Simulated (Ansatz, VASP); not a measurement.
## One calculation of Rb, two programs

```xyz
1
Lattice="-2.8064 2.8064 2.8064 2.8064 -2.8064 2.8064 2.8064 2.8064 -2.8064" Properties=species:S:1:pos:R:3 pbc="T T T"
Rb    0.0000    0.0000    0.0000
```

Alike in both runs: task single point; functional PBE; k mesh 10 × 10 × 10; occupations gaussian, width 0.1 eV; no spin polarisation.

|  | VASP | Ansatz |
| --- | --- | --- |
| version | VASP 6.6.1 | Ansatz 0.2.0 |
| potentials or method | VASP PAW PBE potentials, release 64 (Rb_sv), cutoff 520 eV | scalar-relativistic, plane waves, PAW |
| valence electrons in the cell | 9 | 9 |

```tsv
	VASP	Ansatz	Ansatz less VASP
gap on the k mesh at the Fermi level (eV)	none	none	-
pressure (GPa)	0.1	0.1	0.00
```

A gap of «none» marks a metal or a gap that the smearing closes.
